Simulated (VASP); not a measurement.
Cd, 2 atoms in the cell. It takes space group P6_3/mmc (No. 194, hexagonal). The conventional cell has a = 3.121 Å, b = 3.121 Å, c = 4.982 Å, α = 90.00°, β = 90.00°, γ = 120.00°. Cd (site symmetry -6m2) has 12 Cd at 3.07 to 3.12 Å within 4.0 Å.  This cell differs from its parent crystal: biaxial strain in the a-b plane: +6.0 %, then relaxed in part.

* Program: VASP 6.6.1
* Task: single point
* Functional: PBEsol
* Potentials or basis: VASP PAW PBE potentials, release 64 (Cd)
* Cutoff: 520 eV
* k mesh: 24 × 24 × 10
* Occupations: gaussian, width 0.1 eV
* Spin: no spin polarisation
* Dipole correction: no
* Further INCAR settings: ALGO = Fast; EDIFF = 1e-06; NBANDS = 19

Potentials or basis: VASP PAW PBE potentials, release 64 (Cd).

The run is started by

```console
$ cat potpaw_PBE.64/Cd/POTCAR > POTCAR
$ mpirun -np 1 vasp_std > vasp.out
```

Hardware: 1 thread of Intel(R) Xeon(R) Platinum 8259CL CPU @ 2.50GHz (Skylake/Cascade Lake) (shared host).

**Question.** How long does it take, and how much memory?

**Answer.** Wall time 3.3 min on 1 thread of Intel(R) Xeon(R) Platinum 8259CL CPU @ 2.50GHz (Skylake/Cascade Lake), with other jobs on the host, peak memory 0.34 GiB. Counts: scf iterations 12, k points 366.
